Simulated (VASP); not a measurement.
Input of a VASP 6.6.1 run:

INCAR

```
SYSTEM = GaN
PREC     = Accurate       ! precision mode
ENCUT    = 520            ! plane-wave cutoff, eV
EDIFF    = 1E-6           ! SCF threshold, eV
ISMEAR   = -1             ! smearing method
SIGMA    = 0.05           ! smearing width, eV
LREAL    = .FALSE.        ! projectors in reciprocal space
LASPH    = .TRUE.         ! aspherical terms in the spheres
NELM     = 80             ! most SCF steps
ALGO     = Normal         ! electronic algorithm
ISIF     = 2              ! what is computed and relaxed
LWAVE    = .FALSE.        ! write WAVECAR
LCHARG   = .FALSE.        ! write CHGCAR
GGA      = CA             ! functional
NBANDS   = 16             ! bands
```

KPOINTS

```
Automatic mesh
0
G
  10 10 10
  0 0 0
```

The input POSCAR:

```
GaN
1.0
    0.0000000000      2.2284387975      2.2284387975
    2.2284387975      0.0000000000      2.2284387975
    2.2284387975      2.2284387975      0.0000000000
Ga N
1 1
Direct
    0.0000000000      0.0000000000      0.0000000000
    0.2500000000      0.2500000000      0.2500000000
```

Potentials or basis: VASP PAW LDA potentials, release 64 (Ga_d, N).

The run is started by

```bash
$ cat potpaw_LDA.64/Ga_d/POTCAR potpaw_LDA.64/N/POTCAR > POTCAR
$ mpirun -np 1 vasp_std > vasp.out
```

**Question.** Estimate the band gap on the k mesh.

**Answer.** 1.97 eV, direct.

**Question.** What does it give for the pressure?

**Answer.** 0.9 GPa.
